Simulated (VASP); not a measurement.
A run of VASP 6.6.1:

INCAR

```
PREC = Accurate
ENCUT = 520
EDIFF = 1E-7
ISMEAR = 0
SIGMA = 0.1
LREAL = F
LASPH = T
NELM = 60
ALGO = Fast
ISIF = 2
LWAVE = F
LCHARG = F
GGA = PE
NBANDS = 19
```

File KPOINTS:

```
regular mesh
0
Gamma
  22 22 18
```

The input POSCAR:

```
Zn
1.0
    1.5556281470     -4.0837267901      0.0000000000
    1.5556281470      4.0837267901      0.0000000000
    0.0000000000      0.0000000000      2.5718700449
Zn
2
Direct
    0.8611764618      0.1388235382      0.2500000000
    0.1388235382      0.8611764618      0.7500000000
```

Potentials or basis: VASP PAW PBE potentials, release 64 (Zn).

Run with:

```sh
$ cat potpaw_PBE.64/Zn/POTCAR > POTCAR
$ mpirun -np 1 vasp_std > vasp.out
```

Hardware: 1 thread of AMD EPYC 9R45 96-Core Processor (Zen 5), on a shared host.

**Question.** How long does it take, and how much memory?

**Answer.** Wall time 7.7 min on 1 thread of AMD EPYC 9R45 96-Core Processor (Zen 5), with other jobs on the host, peak memory 0.68 GiB. Counts: scf iterations 14, k points 1330.
